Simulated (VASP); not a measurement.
Runs of VASP 6.6.1 on CaSe. Symmetry: Pm-3m, No. 221, cubic system. Conventional cell: a = 3.635 Å, b = 3.635 Å, c = 3.635 Å, α = 90.00°, β = 90.00°, γ = 90.00°. Within 4.1 Å of Ca (site symmetry m-3m) lie 8 Se at 3.15 Å and 6 Ca at 3.63 Å. Se (site symmetry m-3m) has 8 Ca at 3.15 Å and 6 Se at 3.63 Å within 4.1 Å. 

```csv
level,potentials or basis,k mesh,gap on the mesh (eV),pressure (GPa)
PBE,"VASP PAW PBE potentials, release 64 (Ca_sv, Se)",6 × 6 × 6,0.76,0.9
HSE06,"VASP PAW PBE potentials, release 64 (Ca_sv, Se)",4 × 4 × 4,(a),0.5
PBE,"VASP PAW PBE potentials, release 64 (Ca_sv, Se)",4 × 4 × 4,(b),1.2
r2SCAN,"VASP PAW PBE potentials, release 64 (Ca_sv, Se)",4 × 4 × 4,1.21,0.5
LDA,"VASP PAW LDA potentials, release 64 (Ca_sv, Se)",4 × 4 × 4,(c),-3.3
```

Alike in all rows: no spin polarisation; cell a = 3.635 Å, 2 atoms; smearing gaussian 0.01 eV.

Problem. Estimate the missing entries.

Solution. (a) 1.54; (b) 0.73; (c) 0.57.

Caveats: some runs use coarse meshes; the structure was generated, so it needn't be the stable form of CaSe; semilocal functionals underestimate gaps, and a narrow one can read as zero (at least some runs); the PAW data sets were made with another functional, which shifts forces and pressure a little (at least some runs).

A k mesh can miss the band edges, and the runs leave out spin-orbit coupling on Se.
